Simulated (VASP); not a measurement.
Wanted: the native input for a VASP 6.6.1 run.

* Task: single point
* Functional: LDA
* Potentials or basis: VASP PAW LDA potentials, release 64 (C_h)
* Cutoff: 1300 eV
* k mesh: 12 × 12 × 12
* Occupations: gaussian, width 0.05 eV
* Spin: no spin polarisation
* Dipole correction: no
* Further INCAR settings: ALGO = Normal; EDIFF = 1e-06; NBANDS = 11

The structure of C lies in POSCAR:

```
C
1.0
    0.0000000000      1.9688336689      1.8893740141
    1.4391026369      0.0000000000      1.8893740141
    1.4391026369      1.9688336689      0.0000000000
C
2
Direct
    0.5000000000      0.5000000000      0.5000000000
    0.7500000000      0.7500000000      0.7500000000
```

This cell differs from its parent crystal: strain +e along x and -e along y -0.1500, strain +e along z and -e/2 along x and y +0.0700.

These files were run (other wordings do the same):

INCAR

```
SYSTEM = C
PREC     = Accurate       ! precision mode
ENCUT    = 1300           ! plane-wave cutoff, eV
EDIFF    = 1E-6           ! SCF threshold, eV
ISMEAR   = 0              ! smearing method
SIGMA    = 0.05           ! smearing width, eV
LREAL    = .FALSE.        ! projectors in reciprocal space
LASPH    = .TRUE.         ! aspherical terms in the spheres
NELM     = 120            ! most SCF steps
ALGO     = Normal         ! electronic algorithm
ISIF     = 2              ! what is computed and relaxed
LWAVE    = .FALSE.        ! write WAVECAR
LCHARG   = .FALSE.        ! write CHGCAR
GGA      = CA             ! functional
NBANDS   = 11             ! bands
GGA_COMPAT= .FALSE.
```

KPOINTS

```
regular mesh
0
G
  12 12 12
  0 0 0
```

Potentials or basis: VASP PAW LDA potentials, release 64 (C_h).

Launch:

```console
$ cat potpaw_LDA.64/C_h/POTCAR > POTCAR
$ mpirun -np 1 vasp_std > vasp.out
```

Results of the run:

| Quantity | Value |
| --- | --- |
| Pressure | 14.5 GPa |
| Band gap on the k mesh | zero (bands 4 and 5 overlap by 2.62 eV) |

Caveat: the cell differs from its parent crystal (strain +e along x and -e along y -0.1500, strain +e along z and -e/2 along x and y +0.0700); the stress differs along the axes, from -80 to 141 GPa.

It took 35 s on 1 thread of AMD EPYC 9R45 96-Core Processor (Zen 5) (shared host), peak memory 0.18 GiB.
